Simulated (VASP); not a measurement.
Input of a VASP 6.6.1 run:

INCAR

```
PREC = Accurate
ENCUT = 520
EDIFF = 1E-7
ISMEAR = 0
SIGMA = 0.1
LREAL = F
LASPH = T
NELM = 100
ALGO = Normal
ISIF = 2
LWAVE = F
LCHARG = T
GGA = CA
LELF = T
LVHAR = T
NBANDS = 16
```

The input KPOINTS:

```
Automatic mesh
0
Gamma
  18 18 18
```

POSCAR

```
TiN
1.0
    0.0000000000      2.0857261151      2.0857261151
    2.0857261151      0.0000000000      2.0857261151
    2.0857261151      2.0857261151      0.0000000000
Ti N
1 1
Direct
    0.0000000000      0.0000000000      0.0000000000
    0.5000000000      0.5000000000      0.5000000000
```

Potentials or basis: VASP PAW LDA potentials, release 64 (Ti_sv, N).

Command:

```console
$ cat potpaw_LDA.64/Ti_sv/POTCAR potpaw_LDA.64/N/POTCAR > POTCAR
$ mpirun -np 1 vasp_std > vasp.out
```

Question: Predict the pressure.

Answer: 1.1 GPa.

Question: Estimate the band gap on the k mesh.

Answer: Zero (an odd number of electrons rules out a gap without spin polarisation).
